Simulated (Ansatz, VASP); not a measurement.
## Two plane-wave programs on GaAs

File INCAR:

```
SYSTEM = GaAs
PREC = Accurate
ENCUT = 520
EDIFF = 1E-8
ISMEAR = -1
SIGMA = 0.05
LREAL = .False.
LASPH = .True.
NELM = 60
ALGO = Normal
ISIF = 2
LWAVE = .False.
LCHARG = .False.
LEFG = .True.
NBANDS = 16
```

KPOINTS

```
Automatic mesh
0
Gamma
  11 11 11
  0 0 0
```

File POSCAR:

```
GaAs
1.0
    0.0000000000      2.8268500000      2.8268500000
    2.8268500000      0.0000000000      2.8268500000
    2.8268500000      2.8268500000      0.0000000000
Ga As
1 1
Direct
    0.0000000000      0.0000000000      0.0000000000
    0.7500000000      0.7500000000      0.7500000000
```

Input for Ansatz:

```yaml
crystal:
  lattice:
    - [0.0, 2.82685, 2.82685]
    - [2.82685, 0.0, 2.82685]
    - [2.82685, 2.82685, 0.0]
  atoms:
    - { symbol: Ga, position: [0.0, 0.0, 0.0] }
    - { symbol: As, position: [0.75, 0.75, 0.75] }
kpoints:
  mp_grid: { grid: [11, 11, 11] }
  band_path:
    path:
      - [0.0, 0.0, 0.0]
      - [-0.5, -0.5, 0.0]
      - [-0.375, -0.375, 0.25]
      - [-0.375, 0.0, 0.375]
      - [0.0, 0.0, 0.0]
      - [0.0, 0.0, 0.5]
      - [-0.5, -0.25, 0.25]
      - [-0.5, -0.5, 0.0]
    npoints: 5
scf:
  occupations: { method: fermi_dirac, width: 0.05 }
hamiltonian:
  xc: lda
  pseudopotentials: { kind: paw }
output:
  forces: true
  stress: true
  eigenvalues: true
  efg: { contact_densities: true }
```

Alike in both runs: task electric field gradients; functional LDA; k mesh 11 × 11 × 11; occupations fermi-dirac, width 0.05 eV; no spin polarisation.

|  | VASP | Ansatz |
| --- | --- | --- |
| version | VASP 6.6.1 | Ansatz 0.2.0 |
| potentials or method | VASP PAW LDA potentials, release 64 (Ga_d, As) | PAW with Ansatz's default frozen-core files, scalar-relativistic |
| plane-wave cutoff (eV) | 520 | 420 |
| valence electrons in the cell | 18 | 28 |

VASP gave:

| Item | Value |
| --- | --- |
| pressure (GPa) | -1.6 |

Question: Which values does Ansatz return?

Answer: Pressure (GPa): -1.9.

LDA's correlation is that of Perdew and Zunger in VASP and of Perdew and Wang (1992) in Ansatz. VASP's potentials hold 18 valence electrons a cell and Ansatz's 28, so a difference there can come from the potentials and not from the codes.
